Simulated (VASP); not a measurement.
Runs of VASP 6.6.1 on ZnS. The structure is that of space group P6_3mc (No. 186), or close to it. The cells are those of the table. 

| cell | gap on the mesh (eV) | pressure (GPa) | largest force (eV/Å) |
| --- | --- | --- | --- |
| a = 3.730, b = 3.730, c = 6.125 Å, angles 90.0, 90.0, 120.0°, 4 atoms | 2.28 | 4.7 | 1.45 |
| a = 3.678, b = 3.678, c = 6.039 Å, angles 90.0, 90.0, 120.0°, 4 atoms | 2.55 | 8.2 | 0.02 |
| a = 3.880, b = 3.880, c = 6.370 Å, angles 90.0, 90.0, 120.0°, 4 atoms | (b) | (a) | 0.47 |
| a = 3.831, b = 3.831, c = 6.290 Å, angles 90.0, 90.0, 120.0°, 4 atoms | 1.94 | (c) | 0.49 |
| a = 3.781, b = 3.781, c = 6.209 Å, angles 90.0, 90.0, 120.0°, 4 atoms | 2.12 | 0.4 | 0.54 |

Alike in all rows: task single point; level PBEsol; potentials or basis VASP PAW PBE potentials, release 64 (Zn, S); no spin polarisation; k mesh 9 × 9 × 6; cutoff (eV) 520; smearing gaussian 0.05 eV.

**Question.** Fill in the values left out.

**Answer.** (a) -4.3; (b) 1.85; (c) -2.5.

Caveats: the PAW data sets were made with another functional, which shifts forces and pressure a little.

A k mesh can miss the band edges.
